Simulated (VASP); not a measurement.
# CuF3 (Pm-3m) in VASP: single point with PBEsol+U

Aim: the single point of CuF3 with PBEsol+U.

All numbers are computed with VASP 6.6.1; they aren't measurements. Logs are shortened: lines on timing, memory, paths and dates and some standing lists are left out, and cuts for length are marked.

### 1 The cell of the first run

Symmetry: Pm-3m, No. 221, cubic system. The conventional cell has a = 3.647 Å, b = 3.647 Å, c = 3.647 Å, α = 90.00°, β = 90.00°, γ = 90.00°. Within 2.4 Å of Cu (site symmetry m-3m) lie 6 F at 1.82 Å. Within 2.4 Å of F (site symmetry 4/mmm) lie 2 Cu at 1.82 Å.

### 2 Single point, PBEsol+U, non-collinear spin, zero start, spin-orbit coupling

Input file INCAR:

```
PREC = Accurate
ENCUT = 600
EDIFF = 1E-6
ISMEAR = 0
SIGMA = 0.0148
LREAL = F
LASPH = T
NELM = 200
ALGO = Normal
ISIF = 2
LWAVE = F
LCHARG = F
MAGMOM = 0 0 0 0 0 0 0 0 0 0 0 0
LORBIT = 11
LSORBIT = T
GGA_COMPAT = F
LORBMOM = T
LMAXMIX = 4
LDAU = T
LDAUTYPE = 2
LDAUL = 2 -1
LDAUU = 4.86 0
LDAUJ = 0 0
LDAUPRINT = 1
GGA = PS
NBANDS = 46
```

Input file KPOINTS:

```
Automatic mesh
0
Gamma
  5 5 5
  0.5 0.5 0.5
```

Input file POSCAR:

```
CuF3
1.0
    3.6466980900      0.0000000000      0.0000000000
    0.0000000000      3.6466980900      0.0000000000
    0.0000000000      0.0000000000      3.6466980900
Cu F
1 3
Direct
    0.0000000000      0.0000000000      0.0000000000
    0.5000000000      0.0000000000      0.0000000000
    0.0000000000      0.5000000000      0.0000000000
    0.0000000000      0.0000000000      0.5000000000
```

Potentials or basis: VASP PAW PBE potentials, release 64 (Cu, F).

Started as:

```
cat potpaw_PBE.64/Cu/POTCAR potpaw_PBE.64/F/POTCAR > POTCAR
mpirun -np 1 vasp_ncl > vasp.out
```

OUTCAR:

```text
PREC = Accurate
   ENCUT = 600
   EDIFF = 1E-6
   ISMEAR = 0
   LREAL = F
   LASPH = T
   NELM = 200
   ISIF = 2
   LORBIT = 11
   LSORBIT = T
   GGA = PS

 ion  position               nearest neighbor table
   1  0.000  0.000  0.000-   2 1.82   3 1.82   4 1.82   4 1.82   3 1.82   2 1.82
   2  0.500  0.000  0.000-   1 1.82   1 1.82
   3  0.000  0.500  0.000-   1 1.82   1 1.82
   4  0.000  0.000  0.500-   1 1.82   1 1.82

  LATTYP: Found a simple cubic cell.
 ALAT       =     3.6466980900

  Lattice vectors:

 A1 = (   3.6466980900,   0.0000000000,   0.0000000000)
 A2 = (   0.0000000000,   3.6466980900,   0.0000000000)
 A3 = (   0.0000000000,   0.0000000000,   3.6466980900)

Analysis of symmetry for initial positions (statically):
=====================================================================
 Subroutine PRICEL returns:
 Original cell was already a primitive cell.

 Routine SETGRP: Setting up the symmetry group for a
 simple cubic supercell.

 Subroutine GETGRP returns: Found 48 space group operations
 (whereof 48 operations were pure point group operations)
 out of a pool of 48 trial point group operations.

The static configuration has the point symmetry O_h .

Analysis of symmetry for dynamics (positions and initial velocities):
=====================================================================
 Subroutine PRICEL returns:
 Original cell was already a primitive cell.

 Routine SETGRP: Setting up the symmetry group for a
 simple cubic supercell.

 Subroutine GETGRP returns: Found 48 space group operations
 (whereof 48 operations were pure point group operations)
 out of a pool of 48 trial point group operations.

The dynamic configuration has the point symmetry O_h .

Analysis of structural, dynamic, and magnetic symmetry:
=====================================================================
 Subroutine PRICEL returns:
 Original cell was already a primitive cell.

 Routine SETGRP: Setting up the symmetry group for a
 simple cubic supercell.

 Subroutine GETGRP returns: Found 48 space group operations
 (whereof 48 operations were pure point group operations)
 out of a pool of 48 trial point group operations.

The overall configuration has the point symmetry O_h .

 Subroutine INISYM returns: Found 48 space group operations
 (whereof 48 operations are pure point group operations),
 and found     1 'primitive' translations

----------------------------------------------------------------------------------------

                                     Primitive cell

  volume of cell :      48.4953

  direct lattice vectors                    reciprocal lattice vectors
     3.646698090  0.000000000  0.000000000     0.274220672  0.000000000  0.000000000
     0.000000000  3.646698090  0.000000000     0.000000000  0.274220672  0.000000000
     0.000000000  0.000000000  3.646698090     0.000000000  0.000000000  0.274220672

  length of vectors
     3.646698090  3.646698090  3.646698090     0.274220672  0.274220672  0.274220672

  position of ions in fractional coordinates (direct lattice)
     0.000000000  0.000000000  0.000000000
     0.500000000  0.000000000  0.000000000
     0.000000000  0.500000000  0.000000000
     0.000000000  0.000000000  0.500000000

  ion indices of the primitive-cell ions
   primitive index   ion index
                 1           1
                 2           2
                 3           3
                 4           4

----------------------------------------------------------------------------------------

 KPOINTS: Automatic mesh

Automatic generation of k-mesh.
 Grid dimensions read from file:
 generate k-points for:    5    5    5

 Generating k-lattice:

  Cartesian coordinates                     Fractional coordinates (reciprocal lattice)
     0.054844134  0.000000000  0.000000000     0.200000000  0.000000000  0.000000000
     0.000000000  0.054844134  0.000000000     0.000000000  0.200000000  0.000000000
     0.000000000  0.000000000  0.054844134     0.000000000  0.000000000  0.200000000

  Length of vectors
[... 126 lines left out ...]
  o =  0.7869  v =  0.0580 -0.0000  0.0000  0.0000  0.0000 -0.0000 -0.0290 -0.0000  0.0000  0.0000      0.0000 -0.0000 -0.0000  0.0000 -0.9975  0.0000 -0.0000  0.0000 -0.0290  0.0000
  o =  0.7869  v =  0.0000  0.0330  0.0110 -0.0037 -0.0000  0.0565  0.0030  0.0384 -0.0006  0.1921      0.0000 -0.0075  0.0588 -0.0235 -0.0000 -0.0112 -0.0006  0.0946 -0.0030  0.9716
  o =  0.9907  v = -0.0079 -0.5772  0.0000  0.0075  0.0000  0.5772 -0.0079  0.0000  0.0000 -0.0000      0.0000  0.0075 -0.0000  0.5772  0.0000 -0.0075  0.0000  0.0000 -0.0079 -0.0000
  o =  0.9907  v = -0.5773  0.0079 -0.0000 -0.0001  0.0000 -0.0079 -0.5773 -0.0000 -0.0000  0.0000      0.0000 -0.0001  0.0000 -0.0079  0.0000  0.0001 -0.0000 -0.0000 -0.5773  0.0000
  o =  0.9910  v =  0.0226  0.0209 -0.0039 -0.3045 -0.0000 -0.3418  0.2250  0.0480 -0.0385  0.0300      0.0000  0.6481 -0.0238  0.3626  0.0020  0.3435 -0.0385 -0.0193 -0.2476  0.0298
  o =  0.9910  v = -0.0556 -0.0329  0.0067 -0.0115  0.0000 -0.3017 -0.6032  0.0060  0.0668  0.0083      0.0000  0.1067  0.0635  0.2689 -0.0048  0.0952  0.0668 -0.0119  0.6588  0.0263
  o =  0.9910  v =  0.8121 -0.0041  0.0005  0.0139 -0.0000 -0.0209 -0.4526 -0.0017  0.0054 -0.0004      0.0000 -0.0190  0.0047  0.0168  0.0708 -0.0051  0.0054 -0.0006 -0.3595  0.0018
  o =  0.9910  v = -0.0141 -0.0716 -0.0012  0.3567  0.0000 -0.5604  0.1945 -0.0418 -0.0115 -0.0103      0.0000 -0.4742 -0.0189  0.4888 -0.0012 -0.1176 -0.0115 -0.0210 -0.1804  0.0489

 number of electron      31.9999947 magnetization       0.0000000     -0.0000000      0.0000000

 Free energy of the ion-electron system (eV)
  ---------------------------------------------------
  ext. energy  EPLUGINS =         0.00000000
  ---------------------------------------------------
  free energy    TOTEN  =       -13.45837137 eV

  energy without entropy =      -13.45721862  energy(sigma->0) =      -13.45779500

 E-fermi :  -1.7808     XC(G=0):  -9.5424

 val. band max:       -1.7893182969   @ k =   0.3000   0.1000   0.1000
 cond. band min:      -1.3793821846   @ k =   0.5000   0.1000   0.1000
 fundamental gap:      0.4099361122
 Fermi energy:        -1.7808182971

 k-point     1 :       0.1000    0.1000    0.1000
  band No.  band energies     occupation
      1     -23.6769      1.00000
      2     -23.6769      1.00000
      3     -22.6429      1.00000
      4     -22.6429      1.00000
      5     -22.6422      1.00000
      6     -22.6422      1.00000
[... 459 lines left out ...]
     43      14.6107      0.00000
     44      14.6116      0.00000
 [bands above 44 left out]

------------------------ aborting loop because EDIFF is reached ----------------------------------------

  FORCE on cell =-STRESS in cart. coord.  units (eV):
  Direction    XX          YY          ZZ          XY          YZ          ZX
  --------------------------------------------------------------------------------------
  -------------------------------------------------------------------------------------
  Total        1.6898644      1.6898644      1.6898644     -0.0000000      0.0000000      0.0000000
  in kB       55.8294062     55.8294062     55.8294062     -0.0000000      0.0000000      0.0000000
  external PRESSURE =      55.8294062 kB  Pullay stress =       0.0000000 kB

 VOLUME and BASIS-vectors are now :
 -----------------------------------------------------------------------------
  energy-cutoff  :      600.00
  volume of cell :       48.50
      direct lattice vectors                 reciprocal lattice vectors
     3.646698090  0.000000000  0.000000000     0.274220672  0.000000000  0.000000000
     0.000000000  3.646698090  0.000000000     0.000000000  0.274220672  0.000000000
     0.000000000  0.000000000  3.646698090     0.000000000  0.000000000  0.274220672

 POSITION                                       TOTAL-FORCE (eV/Angst)
 -----------------------------------------------------------------------------------
      0.00000      0.00000      0.00000         0.000000      0.000000      0.000000
      1.82335      0.00000      0.00000         0.000000      0.000000      0.000000
      0.00000      1.82335      0.00000         0.000000      0.000000      0.000000
      0.00000      0.00000      1.82335         0.000000      0.000000      0.000000
 -----------------------------------------------------------------------------------
    total drift:                                0.000000      0.000000      0.000000

  FREE ENERGIE OF THE ION-ELECTRON SYSTEM (eV)
  ---------------------------------------------------
  free  energy   TOTEN  =       -13.4583713725 eV

  energy  without entropy=      -13.4572186189  energy(sigma->0) =      -13.45779500

 orbital moment (x)

 # of ion     p       d       tot
 ----------------------------------------
  1        -0.000   0.000   0.000
  2        -0.000   0.000  -0.000
  3         0.000   0.000   0.000
  4         0.000   0.000   0.000
 ----------------------------------------
            0.000   0.000   0.000

 orbital moment (y)

 # of ion     p       d       tot
 ----------------------------------------
  1        -0.000   0.000   0.000
  2        -0.000   0.000  -0.000
  3        -0.000   0.000  -0.000
  4        -0.000   0.000  -0.000
 ----------------------------------------
           -0.000   0.000   0.000

 orbital moment (z)

 # of ion     p       d       tot
 ----------------------------------------
  1         0.000   0.000   0.000
  2         0.000   0.000   0.000
  3         0.000   0.000   0.000
  4         0.000   0.000   0.000
 ----------------------------------------
            0.000   0.000   0.000

 Spin-Orbit-Coupling matrix elements

 Ion:    1  E_soc:     -0.0252872
 l=   1
     0.0000000    -0.0003177    -0.0003177
    -0.0003177     0.0000000    -0.0003177
    -0.0003177    -0.0003177     0.0000000
 l=   2
     0.0000000    -0.0001188     0.0000000    -0.0001188    -0.0037781
    -0.0001188     0.0000000    -0.0028336    -0.0001188    -0.0009445
     0.0000000    -0.0028336     0.0000000    -0.0028336     0.0000000
    -0.0001188    -0.0001188    -0.0028336     0.0000000    -0.0009445
    -0.0037781    -0.0009445     0.0000000    -0.0009445     0.0000000
 l=   3
     0.0000000     0.0000000     0.0000000     0.0000000     0.0000000     0.0000000     0.0000000
     0.0000000     0.0000000     0.0000000     0.0000000     0.0000000     0.0000000     0.0000000
     0.0000000     0.0000000     0.0000000     0.0000000     0.0000000     0.0000000     0.0000000
     0.0000000     0.0000000     0.0000000     0.0000000     0.0000000     0.0000000     0.0000000
[... 49 lines left out ...]
 l=   2
     0.0000000     0.0000000     0.0000000     0.0000000     0.0000000
     0.0000000     0.0000000     0.0000000     0.0000000     0.0000000
     0.0000000     0.0000000     0.0000000     0.0000000     0.0000000
     0.0000000     0.0000000     0.0000000     0.0000000     0.0000000
     0.0000000     0.0000000     0.0000000     0.0000000     0.0000000
 l=   3
     0.0000000     0.0000000     0.0000000     0.0000000     0.0000000     0.0000000     0.0000000
     0.0000000     0.0000000     0.0000000     0.0000000     0.0000000     0.0000000     0.0000000
     0.0000000     0.0000000     0.0000000     0.0000000     0.0000000     0.0000000     0.0000000
     0.0000000     0.0000000     0.0000000     0.0000000     0.0000000     0.0000000     0.0000000
     0.0000000     0.0000000     0.0000000     0.0000000     0.0000000     0.0000000     0.0000000
     0.0000000     0.0000000     0.0000000     0.0000000     0.0000000     0.0000000     0.0000000
     0.0000000     0.0000000     0.0000000     0.0000000     0.0000000     0.0000000     0.0000000

 total charge

# of ion       s       p       d       tot
------------------------------------------
    1        0.385   0.569   9.068  10.022
    2        1.736   4.316   0.000   6.052
    3        1.736   4.316   0.000   6.052
    4        1.736   4.316   0.000   6.052
--------------------------------------------------
tot          5.593  13.517   9.068  28.179

 magnetization (x)

# of ion       s       p       d       tot
------------------------------------------
    1        0.000   0.000   0.000   0.000
    2       -0.000   0.000   0.000  -0.000
    3       -0.000   0.000   0.000   0.000
    4        0.000   0.000   0.000   0.000
--------------------------------------------------
tot         -0.000   0.000   0.000   0.000

 magnetization (y)

# of ion       s       p       d       tot
------------------------------------------
    1        0.000   0.000  -0.000   0.000
    2       -0.000  -0.000   0.000  -0.000
    3       -0.000  -0.000   0.000  -0.000
    4        0.000   0.000   0.000   0.000
--------------------------------------------------
tot          0.000  -0.000  -0.000  -0.000

 magnetization (z)

# of ion       s       p       d       tot
------------------------------------------
    1       -0.000  -0.000  -0.000  -0.000
    2        0.000  -0.000   0.000  -0.000
    3        0.000   0.000   0.000   0.000
    4       -0.000  -0.000   0.000  -0.000
--------------------------------------------------
tot         -0.000  -0.000  -0.000  -0.000
```

It took 2.4 min on 1 thread of Intel Xeon 8259CL, shared host; peak memory 0.29 GiB.

Results:

```yaml
Free_energy: -13.4584 eV
Pressure: 5.6 GPa
Net_moment: 0.00 μB per cell
Valence_electrons_inside_the_program's_atomic_spheres: Cu 10.02; F 6.05
```

Moments on the atoms (μB; x, y, z):
```
Cu  0.00 0.00 0.00
F   0.00 0.00 0.00
F   0.00 0.00 0.00
F   0.00 0.00 0.00
```

Caveat: the cell stands under pressure; the PAW data sets were made with another functional, which shifts forces and pressure a little. The state reached can hang on the start; a lower one may exist.
